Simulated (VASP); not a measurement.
A run of VASP 6.6.1 is set up as follows.

The input INCAR:

```
PREC     = Accurate       # precision mode
ENCUT    = 520            # plane-wave cutoff, eV
EDIFF    = 1E-6           # SCF threshold, eV
ISMEAR   = 0              # smearing method
SIGMA    = 0.05           # smearing width, eV
LREAL    = F              # projectors in reciprocal space
LASPH    = T              # aspherical terms in the spheres
NELM     = 100            # most SCF steps
ALGO     = Normal         # electronic algorithm
ISIF     = 2              # what is computed and relaxed
LWAVE    = F              # write WAVECAR
LCHARG   = F              # write CHGCAR
GGA      = PE             # functional
NBANDS   = 16             # bands
```

The input KPOINTS:

```
Automatic mesh
0
Gamma
  11 11 11
```

The input POSCAR:

```
GaN
1.0
    0.0000000000      2.1352350000      2.1352350000
    2.1352350000      0.0000000000      2.1352350000
    2.1352350000      2.1352350000      0.0000000000
Ga N
1 1
Direct
    0.0000000000      0.0000000000      0.0000000000
    0.5000000000      0.5000000000      0.5000000000
```

Potentials or basis: VASP PAW PBE potentials, release 64 (Ga_d, N).

Command:

```console
$ cat potpaw_PBE.64/Ga_d/POTCAR potpaw_PBE.64/N/POTCAR > POTCAR
$ mpirun -np 1 vasp_std > vasp.out
```

Question: What does it give for the pressure?

Answer: 0.4 GPa.

Question: What does it give for the band gap on the k mesh?

Answer: 0.54 eV, indirect (least direct gap 2.37 eV).

A k mesh can miss the band edges.
